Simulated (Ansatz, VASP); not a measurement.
Given: the input of a run of VASP 6.6.1 on ZnSe.

File POSCAR:

```
ZnSe
1.0
    0.0000000000      2.8338000000      2.8338000000
    2.8338000000      0.0000000000      2.8338000000
    2.8338000000      2.8338000000      0.0000000000
Se Zn
1 1
Direct
    0.7500000000      0.7500000000      0.7500000000
    0.0000000000      0.0000000000      0.0000000000
```

File INCAR.step1:

```
  ALGO = Normal
  EDIFF = 1E-5
  ENCUT = 520
  GGA = PE
  ISIF = 2
  ISMEAR = -1
  LASPH = True
  LCHARG = False
  LREAL = False
  LWAVE = True
  NBANDS = 16
  NELM = 100
  PREC = Accurate
  SIGMA = 0.05
```

INCAR.step2

```
  AEXX = 0.5
  ALGO = Normal
  EDIFF = 1E-6
  ENCUT = 520
  ISIF = 2
  ISMEAR = -1
  ISTART = 1
  LASPH = True
  LCHARG = False
  LHFCALC = True
  LMIXTAU = True
  LREAL = False
  LWAVE = False
  METAGGA = R2SCAN
  NBANDS = 16
  NELM = 100
  PREC = Accurate
  PRECFOCK = Normal
  SIGMA = 0.05
```

File KPOINTS:

```
k-points
0
Gamma
  4 4 4
```

Potentials or basis: VASP PAW PBE potentials, release 64 (Se, Zn).

Run with:

```console
$ cat potpaw_PBE.64/Se/POTCAR potpaw_PBE.64/Zn/POTCAR > POTCAR
$ cp INCAR.step1 INCAR
$ mpirun -np 1 vasp_std > vasp.out
$ cp INCAR.step2 INCAR
$ mpirun -np 1 vasp_std > vasp.out
```

Translate it to Ansatz 0.2.0. Potentials there: Ansatz PAW.

As run (the cutoff follows the program's own potentials):

input.yaml

```yaml
crystal:
  lattice:
    - [0.0, 2.8338, 2.8338]
    - [2.8338, 0.0, 2.8338]
    - [2.8338, 2.8338, 0.0]
  atoms:
    - { symbol: Se, position: [0.75, 0.75, 0.75] }
    - { symbol: Zn, position: [0.0, 0.0, 0.0] }
hamiltonian:
  xc: r2scan50
  pseudopotentials: { kind: paw }
kpoints:
  mp_grid: { grid: [4, 4, 4] }
scf:
  occupations: { method: fermi_dirac, width: 0.05 }
output:
  forces: true
  stress: true
  eigenvalues: true
```

Potentials or basis: Ansatz PAW.

The run is started by

```bash
$ ansatz run input.yaml --threads 2 --pin off --max-ram 5632MiB --backend cpu --events-out ev --progress --plain --runs-dir out
```

Both were run:

|  | VASP | Ansatz | Ansatz less VASP |
| --- | --- | --- | --- |
| gap on the k mesh at the Fermi level (eV) | 5.14 | 5.07 | -0.069 |
| least direct gap on the mesh (eV) | 5.14 | 5.07 | -0.069 |
| pressure (GPa) | -0.6 | 0.0 | +0.56 |

VASP's potentials were made for PBE, not for r2SCAN50. VASP's potentials hold 18 valence electrons a cell and Ansatz's 28, so a difference there can come from the potentials and not from the codes.

The k mesh is coarse, so the values compare programs but aren't converged.
